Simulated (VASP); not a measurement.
HC18F, 20 atoms in the cell. The cell holds a slab with vacuum, 20 atoms: a = 7.398 Å, b = 7.398 Å, c = 11.000 Å, α = 90.00°, β = 90.00°, γ = 120.00°. 

* Program: VASP 6.6.1
* Task: single point
* Functional: PBE
* Dispersion: D3(BJ)
* Potentials or basis: VASP PAW PBE potentials, release 64 (C, F, H)
* Cutoff: 520 eV
* k mesh: 2 × 2 × 1
* Occupations: gaussian, width 0.02 eV
* Spin: no spin polarisation
* Dipole correction: no
* Further INCAR settings: LREAL = Auto; ALGO = Normal; EDIFF = 1e-07; NBANDS = 56

Potentials or basis: VASP PAW PBE potentials, release 64 (C, F, H).

Run with:

```bash
$ cat potpaw_PBE.64/C/POTCAR potpaw_PBE.64/F/POTCAR potpaw_PBE.64/H/POTCAR > POTCAR
$ mpirun -np 1 vasp_std > vasp.out
```

Hardware: 1 thread of AMD EPYC 7R13 Processor (Zen 3), with other jobs on the host.

**Question.** How long does it take, and how much memory?

**Answer.** It took 4.2 min on 1 thread of AMD EPYC 7R13 Processor (Zen 3), on a shared host, peak memory 0.57 GiB. Counts: scf iterations 25, k points 4.
